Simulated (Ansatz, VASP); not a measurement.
Two plane-wave programs on H6C3NO

```
CELL_PARAMETERS angstrom
5.09119 0.01464 -0.00948
1.40885 5.35842 0.03166
0.34758 2.47389 6.54385
ATOMIC_POSITIONS crystal
H 0.72802 0.72858 0.97162
H 0.27198 0.27142 0.02838
H 0.65024 0.03902 0.76813
H 0.34976 0.96098 0.23187
H 0.12921 0.07293 0.79059
H 0.87079 0.92707 0.20941
H 0.21454 0.75591 0.98697
H 0.78546 0.24409 0.01303
H 0.75906 0.54806 0.51638
H 0.24094 0.45194 0.48362
H 0.50887 0.70082 0.65027
H 0.49113 0.29918 0.34973
C 0.90328 0.71752 0.69189
C 0.09672 0.28248 0.30811
C 0.81697 0.86040 0.84207
C 0.18303 0.13960 0.15793
C 0.04660 0.93567 0.92019
C 0.95340 0.06433 0.07981
N 0.70687 0.65888 0.61015
N 0.29313 0.34112 0.38985
O 0.14736 0.65292 0.64916
O 0.85264 0.34708 0.35084
```

Alike in both runs: functional PBE; dispersion D3(BJ); k mesh 4 × 4 × 4; occupations gaussian, width 0.1 eV; no spin polarisation.

Ansatz relaxed the structure, and its values are those at the end. VASP's run is a single point on that final structure, the one shown.

```csv
,VASP,Ansatz
version,VASP 6.6.1,Ansatz 0.2.0
potentials or method,"VASP PAW PBE potentials, release 64 (H, C, N, O), cutoff 520 eV","scalar-relativistic, plane waves, PAW"
valence electrons in the cell,58,58
```

Ansatz gave:

| Item | Value |
| --- | --- |
| gap on the k mesh at the Fermi level (eV) | 4.38 |
| least direct gap on the mesh (eV) | 4.48 |
| pressure (GPa) | -0.1 |
| rms of the force components (eV/Å) | 0.014 |

Question: What did VASP give for the same quantities?

Answer: gap on the k mesh at the Fermi level (eV): 4.38; least direct gap on the mesh (eV): 4.47; pressure (GPa): 0.1; rms of the force components (eV/Å): 0.088.

Noted on VASP's run: the standard files for N, O and F lose accuracy on very short bonds.
